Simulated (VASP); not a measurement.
# Nd2H3 in VASP: notebook, part 2 of 3

VASP 6.6.1. The steps go on from the part before.

## (4) Single point, PBE

This run uses another cell than the first one: it holds 10 atoms, not 5.

INCAR reads:

```
ALGO = Normal
EDIFF = 1E-6
ENCUT = 500
GGA = PE
GGA_COMPAT = False
ISIF = 2
ISMEAR = 0
LASPH = True
LCHARG = False
LMAXMIX = 6
LREAL = False
LWAVE = False
NBANDS = 36
NELM = 200
PREC = Accurate
SIGMA = 0.2
```

KPOINTS reads:

```
k-points
0
Gamma
  6 4 4
```

POSCAR reads:

```
Nd2H3
1.0
    0.0000000000      0.0000000000     -3.9777303154
    2.4790403630     -4.2938238629      0.0000000000
   -7.4371210892     -4.2938238628      0.0000000000
Nd H
4 6
Direct
    0.5000000000      0.5000000000      0.8333333333
    0.5000000000      0.0000000000      0.3333333333
    0.0000000000      0.0000000000      0.6666666667
    0.0000000000      0.5000000000      0.1666666667
    0.5000000000      0.2312439852      0.5895853383
    0.5000000000      0.7312439852      0.0895853383
    0.5000000000      0.7687560148      0.5895853383
    0.5000000000      0.2687560148      0.0895853383
    0.5000000000      0.0000000000      0.8208293234
    0.5000000000      0.5000000000      0.3208293234
```

Potentials or basis: VASP PAW PBE potentials, release 64 (Nd_3, H), 4f in core.

Launch:

```sh
$ cat potpaw_PBE.64/Nd_3/POTCAR potpaw_PBE.64/H/POTCAR > POTCAR
$ mpirun -np 1 vasp_std > vasp.out
```

OUTCAR:

```text
EDIFF = 1E-6
   ENCUT = 500
   GGA = PE
   ISIF = 2
   ISMEAR = 0
   LASPH = True
   LREAL = False
   NELM = 200
   PREC = Accurate

 ion  position               nearest neighbor table
   1  0.500  0.500  0.833-   3 3.49   3 3.49   3 3.49   3 3.49   4 3.49   4 3.49
   2  0.500  0.000  0.333-   4 3.49   4 3.49   4 3.49   4 3.49   3 3.49   3 3.49
   3  0.000  0.000  0.667-   1 3.49   1 3.49   1 3.49   1 3.49   2 3.49   2 3.49
   4  0.000  0.500  0.167-   2 3.49   2 3.49   2 3.49   2 3.49   1 3.49   1 3.49
   5  0.500  0.231  0.590-
   6  0.500  0.731  0.090-
   7  0.500  0.769  0.590-
   8  0.500  0.269  0.090-
   9  0.500  0.000  0.821-
  10  0.500  0.500  0.321-

  LATTYP: Found a simple orthorhombic cell.
 ALAT       =     3.9777303154
 B/A-ratio  =     1.2464597479
 C/A-ratio  =     2.1589316129

  Lattice vectors:

 A1 = (   0.0000000000,   0.0000000000,  -3.9777303154)
 A2 = (   2.4790403630,  -4.2938238629,   0.0000000000)
 A3 = (  -7.4371210892,  -4.2938238628,   0.0000000000)

Analysis of symmetry for initial positions (statically):
=====================================================================
 Subroutine PRICEL returns following result:

  LATTYP: Found a hexagonal cell.
 ALAT       =     4.9580807261
 C/A-ratio  =     0.8022721967

  Lattice vectors:

 A1 = (  -2.4790403630,   4.2938238629,   0.0000000000)
 A2 = (   4.9580807261,  -0.0000000000,   0.0000000000)
 A3 = (   0.0000000000,   0.0000000000,  -3.9777303154)

   2 primitive cells build up your supercell.

 Routine SETGRP: Setting up the symmetry group for a
 simple orthorhombic supercell.

 Subroutine GETGRP returns: Found  4 space group operations
 (whereof  4 operations were pure point group operations)
 out of a pool of  8 trial point group operations.
[... 155 lines left out ...]
  Thomas-Fermi vector in A             =   2.226294
   LORBIT       =      0    0 simple, 1 ext, 2 COOP (PROOUT), +10 PAW based schemes
   GGA     = PE    functional components
   LHFCALC =     F    Hartree Fock is set to
   AEXX    =    0.0000 exact exchange contribution
   IVDW    =     0    specifies the selected vdW correction
   LEPSILON=     F    determine dielectric tensor
   LRPA    =     F    only Hartree local field effects (RPA)
 non-spin polarized calculation
 Gauss-broadening in eV      SIGMA  =   0.20
  energy-cutoff  :      500.00
  volume of cell :      169.36
 maximum number of plane-waves:      4332
 NGX is ok and might be reduce to    30

 number of electron      49.9999999 magnetization

 Free energy of the ion-electron system (eV)
  ---------------------------------------------------
  ext. energy  EPLUGINS =         0.00000000
  ---------------------------------------------------
  free energy    TOTEN  =       -41.52417261 eV

  energy without entropy =      -41.40346491  energy(sigma->0) =      -41.46381876

 E-fermi :   2.7791     XC(G=0):  -9.3582

 val. band max:        2.7748643867   @ k =   0.3333   0.2500   0.2500
 cond. band min:       2.7862979229   @ k =   0.3333   0.2500   0.0000
 fundamental gap:      0.0114335362
 Fermi energy:         2.7790886430

 k-point     1 :       0.0000    0.0000    0.0000
  band No.  band energies     occupation
      1     -35.5145      2.00000
      2     -35.4516      2.00000
      3     -35.3295      2.00000
      4     -35.2675      2.00000
      5     -17.0360      2.00000
      6     -16.9186      2.00000
[... 925 lines left out ...]
     35       6.3558      0.00000
     36       6.3558      0.00000

 [... further k-points ...]

------------------------ aborting loop because EDIFF is reached ----------------------------------------

  FORCE on cell =-STRESS in cart. coord.  units (eV):
  Direction    XX          YY          ZZ          XY          YZ          ZX
  --------------------------------------------------------------------------------------
  -------------------------------------------------------------------------------------
  Total       -0.1105619     -0.1646490      0.1959022      0.0468408     -0.0000000      0.0000000
  in kB       -1.0459070     -1.5575665      1.8532194      0.4431102     -0.0000000      0.0000000
  external PRESSURE =      -0.2500847 kB  Pullay stress =       0.0000000 kB

 VOLUME and BASIS-vectors are now :
 -----------------------------------------------------------------------------
  energy-cutoff  :      500.00
  volume of cell :      169.36
      direct lattice vectors                 reciprocal lattice vectors
     0.000000000  0.000000000 -3.977730315     0.000000000  0.000000000 -0.251399648
     2.479040363 -4.293823863  0.000000000     0.100845474 -0.174669484  0.000000000
    -7.437121089 -4.293823863  0.000000000    -0.100845474 -0.058223161  0.000000000

 POSITION                                       TOTAL-FORCE (eV/Angst)
 -----------------------------------------------------------------------------------
     -4.95808     -5.72510     -1.98887        -0.010699     -0.006177      0.000000
     -2.47904     -1.43127     -1.98887        -0.010699     -0.006177      0.000000
     -4.95808     -2.86255      0.00000         0.008702      0.005024     -0.000000
     -0.00000     -2.86255      0.00000         0.008702      0.005024     -0.000000
     -3.81155     -3.52450     -1.98887         0.006106     -0.001265     -0.000000
      1.14653     -3.52450     -1.98887         0.006106     -0.001265     -0.000000
     -2.47904     -5.83248     -1.98887         0.001957      0.005920     -0.000000
     -0.00000     -1.53865     -1.98887         0.001957      0.005920     -0.000000
     -6.10461     -3.52450     -1.98887        -0.006066     -0.003502     -0.000000
     -1.14653     -3.52450     -1.98887        -0.006066     -0.003502     -0.000000
 -----------------------------------------------------------------------------------
    total drift:                               -0.000028     -0.000016     -0.000000

  FREE ENERGIE OF THE ION-ELECTRON SYSTEM (eV)
  ---------------------------------------------------
  free  energy   TOTEN  =       -41.5241726097 eV

  energy  without entropy=      -41.4034649098  energy(sigma->0) =      -41.46381876
```

Run time: 76 s. Hardware: 1 thread of Intel Xeon 6975P-C (Granite Rapids), shared host; peak memory 0.34 GiB.

What came out:

| Quantity | Value |
| --- | --- |
| Free energy | -41.5242 eV |
| Pressure | 0.0 GPa |
| Largest force | 0.012 eV/Å |
| Band gap on the k mesh | zero (bands 25 and 26 overlap by 1.65 eV) |

Forces in eV/Å, atoms in the order of the input:
```
Nd  -0.011 -0.006  0.000
Nd  -0.011 -0.006  0.000
Nd   0.009  0.005  0.000
Nd   0.009  0.005  0.000
H    0.006 -0.001  0.000
H    0.006 -0.001  0.000
H    0.002  0.006  0.000
H    0.002  0.006  0.000
H   -0.006 -0.004  0.000
H   -0.006 -0.004  0.000
```

Stress tensor (GPa, compression positive):
```
-0.10  0.04  0.00
 0.04 -0.16  0.00
 0.00  0.00  0.19
```

Caveat: spin-orbit coupling is left out, which moves the levels of the heavy elements; the 4f electrons are frozen in the core, so they carry no moment and show no levels.

## (5) Single point, PBE

This run uses another cell than the first one: it holds 10 atoms, not 5.

INCAR reads:

```
SYSTEM = Nd2H3
PREC = Accurate
ENCUT = 500
EDIFF = 1E-6
ISMEAR = 0
SIGMA = 0.2
LREAL = .False.
LASPH = .True.
NELM = 200
ALGO = Normal
ISIF = 2
LWAVE = .False.
LCHARG = .False.
GGA = PE
NBANDS = 36
GGA_COMPAT = .False.
LMAXMIX = 6
```

KPOINTS reads:

```
Automatic mesh
0
Gamma
  6 4 4
  0 0 0
```

POSCAR reads:

```
Nd2H3
1.0
   -0.0000192251     -0.0000288111     -3.9805669060
    2.4611784127     -4.2644129600      0.0001446633
   -7.4706569586     -4.3141077285      0.0000559452
Nd H
4 6
Direct
    0.4999586926      0.4996803850      0.8349089875
    0.4999779714      0.0001261362      0.3349166028
    0.0000466656     -0.0002479420      0.6657144506
   -0.0000193351      0.5003504013      0.1657415144
    0.5000543009      0.2326065246      0.5896817978
    0.4999981591      0.7329858076      0.0896002257
    0.5000430731      0.7671276631      0.5895854929
    0.4999478686      0.2675059900      0.0896627107
    0.4999981263     -0.0003064805      0.8200943744
    0.4999944775      0.5001715146      0.3200938431
```

Potentials or basis: VASP PAW PBE potentials, release 64 (Nd_3, H), 4f in core.

Launch:

```sh
$ cat potpaw_PBE.64/Nd_3/POTCAR potpaw_PBE.64/H/POTCAR > POTCAR
$ mpirun -np 1 vasp_std > vasp.out
```

OUTCAR:

```text
SYSTEM = Nd2H3
   PREC = Accurate
   ENCUT = 500
   EDIFF = 1E-6
   ISMEAR = 0
   LREAL = .False.
   LASPH = .True.
   NELM = 200
   ISIF = 2
   GGA = PE

 ion  position               nearest neighbor table
   1  0.500  0.500  0.835-   4 3.48   4 3.48   3 3.49   3 3.49   3 3.49   3 3.49
   2  0.500  0.000  0.335-   3 3.48   3 3.48   4 3.49   4 3.49   4 3.49   4 3.49
   3  0.000  1.000  0.666-   2 3.48   2 3.48   1 3.49   1 3.49   1 3.49   1 3.49
   4  1.000  0.500  0.166-   1 3.48   1 3.48   2 3.49   2 3.49   2 3.49   2 3.49
   5  0.500  0.233  0.590-
   6  0.500  0.733  0.090-
[... 1160 lines left out ...]
  in kB       -0.6114982     -0.4590806      1.5392332     -0.1036189      0.0057023     -0.0004678
  external PRESSURE =       0.1562181 kB  Pullay stress =       0.0000000 kB

 VOLUME and BASIS-vectors are now :
 -----------------------------------------------------------------------------
  energy-cutoff  :      500.00
  volume of cell :      169.08
      direct lattice vectors                 reciprocal lattice vectors
    -0.000019225 -0.000028811 -3.980566906     0.000002280 -0.000007206 -0.251220498
     2.461178413 -4.264412960  0.000144663     0.101566357 -0.175880498  0.000000782
    -7.470656959 -4.314107728  0.000055945    -0.100396401 -0.057943135  0.000000904

 POSITION                                       TOTAL-FORCE (eV/Angst)
 -----------------------------------------------------------------------------------
     -5.00753     -5.73275     -1.99000        -0.000590     -0.001907     -0.001388
     -2.50175     -1.44542     -1.99018        -0.000134     -0.001563     -0.000599
     -2.51276     -7.13532     -0.00000        -0.000223      0.000855      0.001399
     -0.00677     -2.84876     -3.98041         0.000538      0.001508      0.000260
     -3.83283     -3.53590     -1.99043         0.000151      0.000658      0.000231
      1.13463     -3.51231     -1.99017        -0.000117      0.000809      0.000156
     -2.51656     -5.81490     -1.99031        -0.000012     -0.000161      0.000232
     -0.01147     -1.52759     -1.99003        -0.000308     -0.000234     -0.000222
     -3.66623     -7.80110     -1.99009         0.000448      0.000199     -0.000211
     -1.16031     -3.51387     -1.99017         0.000248     -0.000163      0.000143
 -----------------------------------------------------------------------------------
    total drift:                                0.000004      0.000003     -0.000000

  FREE ENERGIE OF THE ION-ELECTRON SYSTEM (eV)
  ---------------------------------------------------
  free  energy   TOTEN  =       -41.5248910708 eV

  energy  without entropy=      -41.4057665294  energy(sigma->0) =      -41.46532880
```

OSZICAR:

```text
N       E                     dE             d eps       ncg     rms          rms(c)
DAV:   1     0.396547940803E+03    0.39655E+03   -0.22631E+04  3744   0.124E+03
DAV:   2    -0.146611520663E+02   -0.41121E+03   -0.39990E+03  4280   0.331E+02
DAV:   3    -0.424193795094E+02   -0.27758E+02   -0.27349E+02  5996   0.685E+01
DAV:   4    -0.438892440940E+02   -0.14699E+01   -0.14621E+01  5560   0.148E+01
DAV:   5    -0.439600774678E+02   -0.70833E-01   -0.70812E-01  5360   0.261E+00    0.118E+01
DAV:   6    -0.420283901288E+02    0.19317E+01   -0.23591E+00  4472   0.577E+00    0.630E+00
DAV:   7    -0.415194146904E+02    0.50898E+00   -0.26067E+00  5040   0.578E+00    0.966E-01
DAV:   8    -0.415241682711E+02   -0.47536E-02   -0.32063E-01  4556   0.200E+00    0.437E-01
DAV:   9    -0.415252031874E+02   -0.10349E-02   -0.39490E-02  4976   0.710E-01    0.291E-01
DAV:  10    -0.415248681376E+02    0.33505E-03   -0.92764E-03  4312   0.421E-01    0.297E-02
DAV:  11    -0.415249132513E+02   -0.45114E-04   -0.77205E-04  5668   0.117E-01    0.260E-02
DAV:  12    -0.415248919051E+02    0.21346E-04   -0.82000E-05  4660   0.464E-02    0.856E-03
DAV:  13    -0.415248914927E+02    0.41241E-06   -0.11943E-05  4824   0.149E-02    0.457E-03
DAV:  14    -0.415248910708E+02    0.42184E-06   -0.23090E-06  3280   0.738E-03
   1 F= -.41524891E+02 E0= -.41465329E+02  d E =-.119125E+00
```

It took 1.9 min on 1 thread of Intel Xeon 6975P-C (Granite Rapids), shared host; peak memory 0.39 GiB.

What came out:

```
Free energy            : -41.5249 eV
Pressure               : 0.0 GPa
Band gap on the k mesh : zero (bands 25 and 26 overlap by 1.68 eV)
```

Forces on the atoms (eV/Å):
```
Nd  -0.001 -0.002 -0.001
Nd   0.000 -0.002 -0.001
Nd   0.000  0.001  0.001
Nd   0.001  0.002  0.000
H    0.000  0.001  0.000
H    0.000  0.001  0.000
H    0.000  0.000  0.000
H    0.000  0.000  0.000
H    0.000  0.000  0.000
H    0.000  0.000  0.000
```

Levels at points of the mesh, in eV from the Fermi level:
```
           k point  band 21  band 22  band 23  band 24  band 25  band 26  band 27  band 28  band 29  band 30
(0.00, 0.00, 0.00)    -3.09    -2.35    -1.85    -1.65     0.69     0.92     1.07     1.08     1.15     1.23
(0.50, 0.00, 0.00)    -3.59    -3.13    -1.22    -0.83    -0.76    -0.75     0.37     1.26     1.34     1.82
(0.00, 0.50, 0.00)    -2.38    -2.37    -1.60    -1.59     0.34     0.34     0.97     0.97     1.69     1.69
(0.50, 0.50, 0.00)    -3.40    -3.39    -1.00    -1.00     0.07     0.07     1.15     1.16     1.21     1.21
(0.00, 0.00, 0.50)    -2.59    -2.59    -1.94    -1.94     0.93     0.93     0.94     0.94     1.16     1.16
(0.50, 0.00, 0.50)    -3.70    -3.70    -1.29    -1.29    -0.30    -0.30     0.41     0.41     2.60     2.60
(0.00, 0.50, 0.50)    -1.91    -1.91    -1.66    -1.66     0.63     0.63     0.98     0.98     1.05     1.05
(0.50, 0.50, 0.50)    -3.17    -3.17    -1.21    -1.21     0.35     0.35     1.31     1.31     1.34     1.34
```

Caveat: spin-orbit coupling is left out, which moves the levels of the heavy elements; the 4f electrons are frozen in the core, so they carry no moment and show no levels.

[end of part 2 of 3]
